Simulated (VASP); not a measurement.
**Si16C15 (a cell with a defect): relaxation of the atoms with PBE**

System: Si16C15 (a cell with a defect).

```xyz
31
Lattice="-4.3797 4.3797 -4.3797 4.3797 4.3797 4.3797 4.3797 -4.3797 -4.3797" Properties=species:S:1:pos:R:3 pbc="T T T"
Si    3.2848   -3.2848   -3.2848
Si    3.2892   -1.1232   -1.0852
Si    3.2891    1.0706    1.1087
Si    3.2848    3.2848    3.2848
Si    1.0826   -1.0727   -3.2711
Si    1.0949    1.0949   -1.0949
Si    1.0824    3.2564    1.0581
Si    5.4425    1.0457   -1.0603
Si   -1.0949    1.0949   -3.2848
Si   -1.0949    3.2848   -1.0949
Si    3.3089    1.0456   -3.3465
Si    3.3090    3.3321   -1.0603
Si   -3.3169    3.3321   -3.3465
Si    1.0825    1.1212   -5.4650
Si    1.2356    3.1681   -3.1824
Si    1.0825    5.4503   -1.1358
C     0.0000    2.1899   -2.1899
C     4.3757   -2.1909   -2.2034
C     4.3786   -0.1029    0.0881
C     4.3756    2.1889    2.1763
C     2.1899   -2.1899   -4.3797
C     2.1899    0.0000   -2.1899
C     2.1899    2.1899    0.0000
C     2.1899    4.3797    2.1899
C    -0.0069    0.1009   -4.2913
C    -0.0069    4.2771   -0.1152
C     4.3756    2.1888   -2.2034
C    -2.2566    2.2001   -4.4233
C    -2.2568    4.4091   -2.2147
C     2.2487    2.1777   -4.4236
C     2.2487    4.4091   -2.1920
```

```
Program                : VASP 6.6.1
Task                   : relaxation of the atoms
Functional             : PBE
Potentials or basis    : VASP PAW PBE potentials, release 64 (Si, C)
Cutoff                 : 520 eV
k mesh                 : 1 × 1 × 1, shifted
Occupations            : fermi-dirac, width 0.01 eV
Spin                   : no spin polarisation
Dipole correction      : no
Further INCAR settings : LREAL = Auto; ALGO = Normal; EDIFF = 1e-07; IBRION = 2; EDIFFG = -0.02; NSW = 90
```

* Energy gained by relaxing: 55.8 meV/atom
* Ionic steps: 20
* Pressure after relaxing: -0.7 GPa
* Largest force after relaxing: 0.016 eV/Å
* Band gap on the k mesh: 1.33 eV

Forces on the atoms (eV/Å):
```
Si   0.006 -0.010  0.000
Si  -0.006  0.000 -0.007
Si  -0.006  0.006 -0.001
Si   0.004  0.000  0.014
Si  -0.006  0.002  0.004
Si   0.001  0.007 -0.011
Si  -0.001 -0.002  0.004
Si   0.001  0.001  0.006
Si  -0.002 -0.002  0.001
Si  -0.009 -0.003  0.001
Si  -0.001  0.000 -0.013
Si   0.004  0.015 -0.002
Si   0.003  0.003 -0.004
Si  -0.003  0.000 -0.007
Si   0.007 -0.007  0.007
Si   0.001  0.008  0.000
C    0.007  0.005  0.000
C   -0.001  0.003 -0.003
C   -0.004 -0.002  0.003
C   -0.003  0.003 -0.006
C   -0.006 -0.006 -0.004
C    0.001  0.002  0.012
C    0.000 -0.009 -0.001
C   -0.006 -0.002  0.002
C   -0.004 -0.007 -0.003
C   -0.003  0.004  0.002
C    0.006 -0.009  0.006
C    0.000  0.001  0.004
C    0.003 -0.002 -0.002
C    0.009  0.004 -0.002
C    0.007 -0.002 -0.002
```

Stress tensor (GPa, compression positive):
```
 5.20  0.00  0.01
 0.00 -3.70  0.02
 0.01  0.02 -3.70
```

Step by step:
| step | energy change (eV) | largest force (eV/Å) | pressure (GPa) |
| --- | --- | --- | --- |
| 1 | 0.0000 | 2.9531 | 0.36 |
| 2 | -0.5780 | 2.2684 | 0.20 |
| 3 | -0.7002 | 1.1927 | -0.01 |
| 4 | -1.0165 | 1.1854 | 0.08 |
| 5 | -1.0862 | 1.2633 | 0.20 |
| 6 | -1.2616 | 1.0259 | 0.25 |
| 7 | -1.3033 | 1.0489 | 0.32 |
| 8 | -1.4846 | 0.5656 | 0.12 |
| 9 | -1.5531 | 0.6926 | -0.04 |
| 10 | -1.6440 | 0.3335 | -0.29 |
| 11 | -1.6685 | 0.3293 | -0.47 |
| 12 | -1.7053 | 0.2357 | -0.60 |
| 13 | -1.7107 | 0.2812 | -0.66 |
| 14 | -1.7256 | 0.1326 | -0.73 |
| 15 | -1.7260 | 0.1110 | -0.74 |
| 16 | -1.7287 | 0.0669 | -0.75 |
| 17 | -1.7287 | 0.0664 | -0.76 |
| 18 | -1.7298 | 0.0318 | -0.74 |
| 19 | -1.7299 | 0.0240 | -0.73 |
| 20 | -1.7301 | 0.0158 | -0.74 |

Final structure:
```
CELL_PARAMETERS angstrom
-4.37971 4.37971 -4.37971
4.37971 4.37971 4.37971
4.37971 -4.37971 -4.37971
ATOMIC_POSITIONS crystal
Si 0.99952 0.96964 0.74696
Si 0.99943 0.24706 0.50921
Si 0.99943 0.50809 0.24821
Si 0.99951 0.74580 0.97075
Si 0.24992 0.00151 0.49690
Si 0.22268 0.25247 0.25355
Si 0.24992 0.49574 0.00261
Si 0.26065 0.75171 0.75286
Si 0.49375 0.99721 0.24883
Si 0.49375 0.24771 0.99835
Si 0.50513 0.50288 0.75441
Si 0.50514 0.75324 0.50393
Si 0.77594 0.02914 0.03022
Si 0.74888 0.24523 0.75209
Si 0.73845 0.49053 0.49165
Si 0.74889 0.75095 0.24630
C 0.47611 0.23790 0.23904
C 0.99938 0.23740 0.76175
C 0.99954 0.49937 0.50060
C 0.99938 0.76065 0.23848
C 0.25435 0.99571 0.74463
C 0.25158 0.25517 0.51112
C 0.25158 0.51000 0.25625
C 0.25436 0.74349 0.99682
C 0.49938 0.99926 0.50047
C 0.49935 0.49926 0.00043
C 0.52287 0.76128 0.76238
C 0.74728 0.00305 0.25896
C 0.74729 0.25788 0.00414
C 0.74457 0.48852 0.74183
C 0.74468 0.74074 0.48966
```

Levels at points of the mesh, in eV from the valence-band top:
```tsv
k point	band 59	band 60	band 61	band 62	band 63	band 64	band 65	band 66
(0.25, 0.25, 0.25)	-1.79	-1.79	-1.70	0.00	1.33	1.34	2.10	2.31
```

Run time: 20 min on 1 thread of Oxide Virtual Turin-like Processor, on a shared host, peak memory 0.41 GiB.

Caveat: the k points lie up to 1.01 Å⁻¹ apart, too coarse for converged energies, forces and pressures.
